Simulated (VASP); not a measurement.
# Ti (Fm-3m) in VASP: notebook

The runs below take Ti through single point, with PBEsol.

Everything below comes from runs of VASP 6.6.1. Logs are shortened: lines on timing, memory, paths and dates and some standing lists are left out, and cuts for length are marked.

### 1 The cell of the first run

The structure is cubic, space group Fm-3m (No. 225). The conventional cell has a = 3.887 Å, b = 3.887 Å, c = 3.887 Å, α = 90.00°, β = 90.00°, γ = 90.00°. Ti (site symmetry m-3m) has 12 Ti at 2.75 Å within 3.6 Å.

### 2 Single point, PBEsol (volume scaled by 0.88)

INCAR

```
SYSTEM = Ti
PREC = Accurate ; ENCUT = 520
EDIFF = 1E-7 ; ISMEAR = 0
SIGMA = 0.1 ; LREAL = .False.
LASPH = .True. ; NELM = 60
ALGO = Fast ; ISIF = 2
LWAVE = .False. ; LCHARG = .True.
GGA = PS ; LELF = .True.
LVHAR = .True. ; NBANDS = 12
```

KPOINTS

```
regular mesh
0
Gamma
  18 18 18
  0 0 0
```

POSCAR

```
Ti
1.0
    0.0000000000      1.9433243347      1.9433243347
    1.9433243347      0.0000000000      1.9433243347
    1.9433243347      1.9433243347      0.0000000000
Ti
1
Direct
    0.0000000000      0.0000000000      0.0000000000
```

Potentials or basis: VASP PAW PBE potentials, release 64 (Ti_sv).

On the command line:

```bash
$ cat potpaw_PBE.64/Ti_sv/POTCAR > POTCAR
$ mpirun -np 1 vasp_std > vasp.out
```

OUTCAR:

```text
SYSTEM = Ti
   PREC = Accurate
   ENCUT = 520
   EDIFF = 1E-7
   ISMEAR = 0
   LREAL = .False.
   LASPH = .True.
   NELM = 60
   ISIF = 2
   GGA = PS

 ion  position               nearest neighbor table
   1  0.000  0.000  0.000-

  LATTYP: Found a face centered cubic cell.
 ALAT       =     3.8866486694

  Lattice vectors:

 A1 = (   0.0000000000,   1.9433243347,   1.9433243347)
 A2 = (   1.9433243347,   0.0000000000,   1.9433243347)
 A3 = (   1.9433243347,   1.9433243347,   0.0000000000)

Analysis of symmetry for initial positions (statically):
=====================================================================
 Subroutine PRICEL returns:
 Original cell was already a primitive cell.

 Routine SETGRP: Setting up the symmetry group for a
 face centered cubic supercell.

 Subroutine GETGRP returns: Found 48 space group operations
 (whereof 48 operations were pure point group operations)
 out of a pool of 48 trial point group operations.

The static configuration has the point symmetry O_h .

Analysis of symmetry for dynamics (positions and initial velocities):
=====================================================================
 Subroutine PRICEL returns:
 Original cell was already a primitive cell.

 Routine SETGRP: Setting up the symmetry group for a
 face centered cubic supercell.

 Subroutine GETGRP returns: Found 48 space group operations
 (whereof 48 operations were pure point group operations)
 out of a pool of 48 trial point group operations.

The dynamic configuration has the point symmetry O_h .

 Subroutine INISYM returns: Found 48 space group operations
 (whereof 48 operations are pure point group operations),
 and found     1 'primitive' translations

----------------------------------------------------------------------------------------

                                     Primitive cell

  volume of cell :      14.6780

  direct lattice vectors                    reciprocal lattice vectors
     0.000000000  1.943324335  1.943324335    -0.257291071  0.257291071  0.257291071
     1.943324335  0.000000000  1.943324335     0.257291071 -0.257291071  0.257291071
     1.943324335  1.943324335  0.000000000     0.257291071  0.257291071 -0.257291071

  length of vectors
     2.748275630  2.748275630  2.748275630     0.445641208  0.445641208  0.445641208

  position of ions in fractional coordinates (direct lattice)
     0.000000000  0.000000000  0.000000000

  ion indices of the primitive-cell ions
   primitive index   ion index
                 1           1

----------------------------------------------------------------------------------------

 KPOINTS: regular mesh

Automatic generation of k-mesh.
 Grid dimensions read from file:
 generate k-points for:   18   18   18

 Generating k-lattice:

  Cartesian coordinates                     Fractional coordinates (reciprocal lattice)
    -0.014293948  0.014293948  0.014293948     0.055555556  0.000000000  0.000000000
     0.014293948 -0.014293948  0.014293948     0.000000000  0.055555556  0.000000000
     0.014293948  0.014293948 -0.014293948     0.000000000  0.000000000  0.055555556

  Length of vectors
     0.024757845  0.024757845  0.024757845

  Shift w.r.t. Gamma in fractional coordinates (k-lattice)
     0.000000000  0.000000000  0.000000000

 Subroutine IBZKPT returns following result:
 ===========================================

 Found    195 irreducible k-points:

 Following reciprocal coordinates:
            Coordinates               Weight
  0.000000  0.000000  0.000000      1.000000
  0.055556  0.000000  0.000000      8.000000
  0.111111  0.000000  0.000000      8.000000
  0.166667  0.000000  0.000000      8.000000
  0.222222  0.000000  0.000000      8.000000
  0.277778  0.000000  0.000000      8.000000
[... 16 lines left out ...]
 -0.277778  0.055556  0.000000     24.000000
 -0.222222  0.055556  0.000000     24.000000
 [... further k-points ...]
   k-points           NKPTS =    195   k-points in BZ     NKDIM =    195   number of bands    NBANDS=     12
   number of dos      NEDOS =    301   number of ions     NIONS =      1
   total plane-waves  NPLWV =   8000
   dimension x,y,z NGX =    20 NGY =   20 NGZ =   20
   dimension x,y,z NGXF=    40 NGYF=   40 NGZF=   40
   ions per type =               1
   NGX,Y,Z   is equivalent  to a cutoff of  12.10, 12.10, 12.10 a.u.
   NGXF,Y,Z  is equivalent  to a cutoff of  24.20, 24.20, 24.20 a.u.
 SYSTEM =  Ti
   PREC   = accura    normal or accurate (medium, high low for compatibility)
   ISTART =      0    job   : 0-new  1-cont  2-samecut
   ICHARG =      2    charge: 1-file 2-atom 10-const
   ISPIN  =      1    spin polarized calculation?
   LNONCOLLINEAR =      F non collinear calculations
   LSORBIT =      F    spin-orbit coupling
   LASPH  =      T    aspherical Exc in radial PAW
   ENCUT  =  520.0 eV  38.22 Ry    6.18 a.u.   5.11  5.11  5.11*2*pi/ulx,y,z
   NELM   =     60;   NELMIN=  2; NELMDL= -5     # of ELM steps
   EDIFF  = 0.1E-06   stopping-criterion for ELM
   LREAL  =      F    real-space projection
   EDIFFG = 0.1E-05   stopping-criterion for IOM
   NSW    =      0    number of steps for IOM
   IBRION =     -1    ionic relax: 0-MD 1-quasi-New 2-CG
   NFREE  =      0    steps in history (QN), initial steepest desc. (CG)
   ISIF   =      2    stress and relaxation
   ISYM   =      2    0-nonsym 1-usesym 2-fastsym
   POTIM  = 0.5000    time-step for ionic-motion
   TEBEG  =    0.0;   TEEND  =   0.0 temperature during run
   PSTRESS=    0.0 pullay stress
   NELECT =      12.0000    total number of electrons
   NUPDOWN=      -1.0000    fix difference up-down
   EMIN   =  10.00;   EMAX   =-10.00  energy-range for DOS
   EFERMI =   0.00;   METHOD = LEGACY
   ISMEAR =     0;   SIGMA  =   0.10  broadening in eV -4-tet -1-fermi 0-gaus
   EFERMI_NEDOS =   21; number of points for ismear=-14 and -15
   IALGO  =     68    algorithm
   IMIX   =      4    mixing-type and parameters
     AMIX     =   0.40;   BMIX     =  1.00
     AMIX_MAG =   1.60;   BMIX_MAG =  1.00
  volume/ion in A,a.u.               =      14.68        99.05
  Fermi-wavevector in a.u.,A,eV,Ry     =   1.530782  2.892758 31.882436  2.343293
  Thomas-Fermi vector in A             =   2.638217
   LORBIT       =      0    0 simple, 1 ext, 2 COOP (PROOUT), +10 PAW based schemes
   GGA     = PS    functional components
   LHFCALC =     F    Hartree Fock is set to
   AEXX    =    0.0000 exact exchange contribution
   IVDW    =     0    specifies the selected vdW correction
   LEPSILON=     F    determine dielectric tensor
   LRPA    =     F    only Hartree local field effects (RPA)
 non-spin polarized calculation
 RMM-DIIS sequential band-by-band and
 Gauss-broadening in eV      SIGMA  =   0.10
  energy-cutoff  :      520.00
  volume of cell :       14.68
 maximum number of plane-waves:       411
   NGX = 11   NGY = 11   NGZ = 11

 number of electron      12.0000001 magnetization

 Free energy of the ion-electron system (eV)
  ---------------------------------------------------
  ext. energy  EPLUGINS =         0.00000000
  ---------------------------------------------------
  free energy    TOTEN  =        -8.18901865 eV

  energy without entropy =       -8.18242858  energy(sigma->0) =       -8.18572362

 E-fermi :  10.0050     XC(G=0): -12.4638

 val. band max:       10.0030809287   @ k =  -0.2222   0.0556   0.0000
 cond. band min:      10.0293996689   @ k =  -0.3333   0.2222   0.0000
 fundamental gap:      0.0263187403
 Fermi energy:        10.0050484580

 k-point     1 :       0.0000    0.0000    0.0000
  band No.  band energies     occupation
      1     -46.2269      2.00000
      2     -21.9190      2.00000
      3     -21.9190      2.00000
      4     -21.9190      2.00000
      5       3.5490      2.00000
      6      10.9599      0.00000
      7      10.9599      0.00000
      8      10.9599      0.00000
      9      13.0040      0.00000
     10      13.0040      0.00000
     11      26.2008      0.00000
     12      31.4892      0.00000

 k-point     2 :       0.0556    0.0000    0.0000
  band No.  band energies     occupation
      1     -46.2197      2.00000
      2     -21.9558      2.00000
      3     -21.9233      2.00000
      4     -21.9233      2.00000
      5       3.6675      2.00000
      6      10.8812      0.00000
      7      11.0055      0.00000
      8      11.0055      0.00000
      9      12.9717      0.00000
     10      12.9717      0.00000
     11      26.3392      0.00000
     12      30.6371      0.00000

 k-point     3 :       0.1111    0.0000    0.0000
  band No.  band energies     occupation
      1     -46.1990      2.00000
      2     -22.0610      2.00000
      3     -21.9359      2.00000
      4     -21.9359      2.00000
      5       4.0123      2.00000
      6      10.6693      0.00000
      7      11.1240      0.00000
      8      11.1240      0.00000
      9      12.8989      0.00000
     10      12.8989      0.00000
     11      26.6740      0.00000
     12      29.0482      0.00000

 k-point     4 :       0.1667    0.0000    0.0000
  band No.  band energies     occupation
      1     -46.1670      2.00000
      2     -22.2201      2.00000
      3     -21.9550      2.00000
      4     -21.9550      2.00000
      5       4.5501      2.00000
      6      10.3891      0.00000
      7      11.2530      0.00000
      8      11.2530      0.00000
      9      12.8608      0.00000
     10      12.8608      0.00000
     11      26.7849      0.00000
     12      27.6520      0.00000

 k-point     5 :       0.2222    0.0000    0.0000
  band No.  band energies     occupation
      1     -46.1275      2.00000
      2     -22.4121      2.00000
      3     -21.9784      2.00000
      4     -21.9784      2.00000
      5       5.2180      2.00000
      6      10.1303      0.07657
      7      11.2959      0.00000
      8      11.2959      0.00000
      9      12.9650      0.00000
     10      12.9650      0.00000
     11      25.5647      0.00000
     12      27.3882      0.00000
[... 228 lines left out ...]
      1     -46.0001      2.00000
      2     -22.9756      2.00000
      3     -22.0842      2.00000
      4     -22.0462      2.00000
      5       6.9773      2.00000
      6      10.4744      0.00000
      7      10.8708      0.00000
      8      10.9428      0.00000
      9      13.9446      0.00000
     10      14.4426      0.00000
     11      21.0384      0.00000
     12      25.8821      0.00000

 k-point    22 :      -0.3333    0.0556    0.0000
  band No.  band energies     occupation
      1     -46.0293      2.00000
      2     -22.8460      2.00000
      3     -22.0709      2.00000
      4     -22.0248      2.00000
      5       6.7154      2.00000
      6      10.1281      0.08172
      7      10.9430      0.00000
      8      11.0728      0.00000
      9      13.5278      0.00000
     10      14.1152      0.00000
     11      22.2408      0.00000
     12      26.3534      0.00000

 k-point    23 :      -0.2778    0.0556    0.0000
  band No.  band energies     occupation
      1     -46.0670      2.00000
      2     -22.6753      2.00000
      3     -22.0503      2.00000
      4     -21.9999      2.00000
      5       6.2141      2.00000
      6       9.9388      1.65151
      7      11.1019      0.00000
      8      11.2331      0.00000
      9      13.0901      0.00000
     10      13.7240      0.00000
     11      23.6423      0.00000
     12      26.9005      0.00000

 k-point    24 :      -0.2222    0.0556    0.0000
  band No.  band energies     occupation
      1     -46.1086      2.00000
      2     -22.4827      2.00000
      3     -22.0246      2.00000
      4     -21.9745      2.00000
      5       5.5440      2.00000
      6      10.0031      1.02220
      7      11.2391      0.00000
      8      11.3587      0.00000
      9      12.7422      0.00000
     10      13.3645      0.00000
     11      25.1217      0.00000
     12      27.3145      0.00000

 [... further k-points ...]
[... 5 lines left out ...]
  --------------------------------------------------------------------------------------
  -------------------------------------------------------------------------------------
  Total        1.6010939      1.6010939      1.6010939     -0.0000000     -0.0000000      0.0000000
  in kB      174.7678407    174.7678407    174.7678407     -0.0000000     -0.0000000      0.0000000
  external PRESSURE =     174.7678407 kB  Pullay stress =       0.0000000 kB

 VOLUME and BASIS-vectors are now :
 -----------------------------------------------------------------------------
  energy-cutoff  :      520.00
  volume of cell :       14.68
      direct lattice vectors                 reciprocal lattice vectors
     0.000000000  1.943324335  1.943324335    -0.257291071  0.257291071  0.257291071
     1.943324335  0.000000000  1.943324335     0.257291071 -0.257291071  0.257291071
     1.943324335  1.943324335  0.000000000     0.257291071  0.257291071 -0.257291071

 POSITION                                       TOTAL-FORCE (eV/Angst)
 -----------------------------------------------------------------------------------
      0.00000      0.00000      0.00000        -0.000000     -0.000000      0.000000
 -----------------------------------------------------------------------------------
    total drift:                                0.000000      0.000000      0.000000

  FREE ENERGIE OF THE ION-ELECTRON SYSTEM (eV)
  ---------------------------------------------------
  free  energy   TOTEN  =        -8.1890186542 eV

  energy  without entropy=       -8.1824285830  energy(sigma->0) =       -8.18572362
```

It took 84 s on 1 thread of Intel Xeon 8259CL, shared host; peak memory 0.15 GiB.

What came out:

| Quantity | Value |
| --- | --- |
| Free energy | -8.1890 eV |
| Pressure | 17.5 GPa |
| Band gap on the k mesh | zero (band 6 reaches 10.96 eV, above the bottom of band 7 at 9.40 eV) |

Levels at points of the mesh, in eV from the Fermi level:
```
           k point  band 4  band 5  band 6  band 7  band 8  band 9
(0.00, 0.00, 0.00)  -31.92   -6.46    0.95    0.95    0.95    3.00
(0.50, 0.00, 0.00)  -32.07   -3.02    0.78    0.78    1.17    4.37
(0.50, 0.50, 0.00)  -32.32   -3.25   -2.24    3.74    4.36    4.74
```

Caveat: the PAW data sets were made with another functional, which shifts forces and pressure a little.

### 3 Single point, PBEsol (volume scaled by 0.91)

INCAR

```
SYSTEM = Ti
  PREC = Accurate
  ENCUT = 520
  EDIFF = 1E-7
  ISMEAR = 0
  SIGMA = 0.1
  LREAL = .False.
  LASPH = .True.
  NELM = 100
  ALGO = Normal
  ISIF = 2
  LWAVE = .False.
  LCHARG = .False.
  GGA = PS
  NBANDS = 12
```

KPOINTS

```
Automatic mesh
0
Gamma
  18 18 18
  0 0 0
```

POSCAR

```
Ti
1.0
    0.0000000000      1.9651612674      1.9651612674
    1.9651612674      0.0000000000      1.9651612674
    1.9651612674      1.9651612674      0.0000000000
Ti
1
Direct
    0.0000000000      0.0000000000      0.0000000000
```

Potentials or basis: VASP PAW PBE potentials, release 64 (Ti_sv).

On the command line:

```bash
$ cat potpaw_PBE.64/Ti_sv/POTCAR > POTCAR
$ mpirun -np 1 vasp_std > vasp.out
```

It took 49 s on 1 thread of Intel Xeon 8259CL, shared host; peak memory 0.16 GiB.

The run converged. Its results:

```yaml
Free_energy: -8.2352 eV
Pressure: 12.1 GPa
Band_gap_on_the_k_mesh: zero (band 6 reaches 10.55 eV, above the bottom of band 7 at 9.04 eV)
```

Levels at points of the mesh, in eV from the Fermi level:
| k point | band 2 | band 3 | band 4 | band 5 | band 6 | band 7 | band 8 | band 9 | band 10 | band 11 |
| --- | --- | --- | --- | --- | --- | --- | --- | --- | --- | --- |
| (0.00, 0.00, 0.00) | -32.03 | -32.03 | -32.03 | -6.40 | 0.94 | 0.94 | 0.94 | 2.90 | 2.90 | 16.01 |
| (0.50, 0.00, 0.00) | -33.07 | -32.16 | -32.16 | -2.93 | 0.78 | 0.78 | 1.04 | 4.21 | 4.21 | 9.69 |
| (0.50, 0.50, 0.00) | -33.00 | -32.39 | -32.39 | -3.10 | -2.13 | 3.54 | 4.19 | 4.56 | 4.56 | 12.23 |

Caveat: the PAW data sets were made with another functional, which shifts forces and pressure a little.
